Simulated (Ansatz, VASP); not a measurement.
Sn2S: VASP beside Ansatz

```
Sn S
1.0
     0.00000    3.28590    3.28590
     3.28590    0.00000    3.28590
     3.28590    3.28590    0.00000
Sn S
2 1
Cartesian
  1.6429 1.6429 1.6429
  4.9288 4.9288 4.9288
  0.0000 0.0000 0.0000
```

Alike in both runs: task relaxation of cell and atoms; functional PBE; k mesh 4 × 4 × 4; occupations gaussian, width 0.1 eV; no spin polarisation.

|  | VASP | Ansatz |
| --- | --- | --- |
| version | VASP 6.6.1 | Ansatz 0.2.0 |
| potentials or method | VASP PAW PBE potentials, release 64 (Sn_d, S), cutoff 600 eV | scalar-relativistic, plane waves, PAW |
| valence electrons in the cell | 34 | 34 |

|  | VASP | Ansatz | Ansatz less VASP |
| --- | --- | --- | --- |
| gap on the k mesh at the Fermi level, each at its own relaxed structure (eV) | none | none | - |
| relaxed volume (Å³/atom) | 28.07 | 27.98 | -0.093 |
| relaxed cell length with the largest relative difference (Å) | 4.920 | 4.915 | -0.0055 |

A gap of «none» marks a metal or a gap that the smearing closes.

The k mesh is coarse, so the values compare programs but aren't converged. Noted on VASP's run: the volume moved by over 15 % at a fixed basis, so the end points are rough.
